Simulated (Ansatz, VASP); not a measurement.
## NiO2 in VASP and in Ansatz

```
Ni O
1.0
     1.40213    0.80952    6.97429
    -1.40213    0.80952    6.97429
     0.00000   -1.61904    6.97429
Ni O
1 2
Direct
  0.00000 0.00000 0.00000
  0.62121 0.62121 0.62121
  0.37879 0.37879 0.37879
```

Alike in both runs: task single point; functional LDA; k mesh 3 × 3 × 3; occupations fermi-dirac, width 0.1 eV; collinear spin; Hubbard terms Ni d U = 5.0 eV.

|  | VASP | Ansatz |
| --- | --- | --- |
| version | VASP 6.6.1 | Ansatz 0.2.0 |
| potentials or method | VASP PAW LDA potentials, release 64 (Ni, O), cutoff 600 eV | plane waves, PAW |
| valence electrons in the cell | 22 | 30 |

Ansatz gave:

| Property | Result |
| --- | --- |
| pressure (GPa) | -7.5 |
| traceless stress, the component that is largest in VASP (GPa) | 3.31 |
| rms of the force components (eV/Å) | 0.306 |
| net moment per atom (μB) | 0.00 |

Problem. Estimate VASP's values.

Solution. Pressure (GPa): -12.1; traceless stress, the component that is largest in VASP (GPa): 4.88; rms of the force components (eV/Å): 0.506; net moment per atom (μB): 0.00.

LDA's correlation is that of Perdew and Zunger in VASP and of Perdew and Wang (1992) in Ansatz. The programs project onto different local orbitals, so the same U acts differently, and such runs can settle in different states. Atom by atom the forces differ by 0.199 eV/Å (rms over components). VASP's potentials hold 22 valence electrons a cell and Ansatz's 30, so a difference there can come from the potentials and not from the codes. Ansatz's warnings: seeded moment not kept.

The k mesh is coarse, so the values compare programs but aren't converged.
